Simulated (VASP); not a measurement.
Wanted: the native input for a VASP 6.6.1 run.

```
Task                   : relaxation of cell and atoms
Functional             : PBE
Potentials or basis    : VASP PAW PBE potentials, release 64 (In_d, H)
Cutoff                 : 600 eV
k mesh                 : 18 × 18 × 18
Occupations            : gaussian, width 0.1 eV
Spin                   : no spin polarisation
Dipole correction      : no
Further INCAR settings : ALGO = Normal; EDIFF = 1e-07; IBRION = 2; EDIFFG = -0.01; NSW = 100; ISIF = 3
```

The structure of InH lies in POSCAR:

```
InH
1.0
    3.2241252700      0.0000000000      0.0000000000
    0.0000000000      3.2241252700      0.0000000000
    0.0000000000      0.0000000000      3.2241252700
In H
1 1
Direct
    0.5000000000      0.5000000000      0.5000000000
    0.0000000000      0.0000000000      0.0000000000
```

The input as run:

INCAR

```
SYSTEM = InH
PREC     = Accurate       ! precision mode
ENCUT    = 600            ! plane-wave cutoff, eV
EDIFF    = 1E-7           ! SCF threshold, eV
ISMEAR   = 0              ! smearing method
SIGMA    = 0.1            ! smearing width, eV
LREAL    = .False.        ! projectors in reciprocal space
LASPH    = .True.         ! aspherical terms in the spheres
NELM     = 60             ! most SCF steps
ALGO     = Normal         ! electronic algorithm
ISIF     = 3              ! what is computed and relaxed
LWAVE    = .False.        ! write WAVECAR
LCHARG   = .False.        ! write CHGCAR
GGA      = PE             ! functional
IBRION   = 2              ! ionic algorithm
NSW      = 100            ! ionic steps
EDIFFG   = -0.01          ! ionic threshold
```

KPOINTS

```
regular mesh
0
Gamma
  18 18 18
  0 0 0
```

Potentials or basis: VASP PAW PBE potentials, release 64 (In_d, H).

The run is started by

```console
$ cat potpaw_PBE.64/In_d/POTCAR potpaw_PBE.64/H/POTCAR > POTCAR
$ mpirun -np 1 vasp_std > vasp.out
```

Results of the run:

- Relaxed volume: 16.16 Å³/atom
- Relaxed cell: a = 3.185 Å, b = 3.185 Å, c = 3.185 Å, α = 90.00°, β = 90.00°, γ = 90.00°
- Space group after relaxing (to 0.05 Å): Pm-3m (No. 221)
- Energy gained by relaxing: 2.4 meV/atom
- Ionic steps: 3
- Pressure after relaxing: -0.1 GPa
- Band gap on the k mesh: zero (band 7 reaches 7.98 eV, above the bottom of band 8 at 4.86 eV)

Caveat: spin-orbit coupling is left out, which moves the levels of the heavy elements.

Wall time 3.4 min on 1 thread of Oxide Virtual Turin-like Processor, on a shared host, peak memory 0.21 GiB.
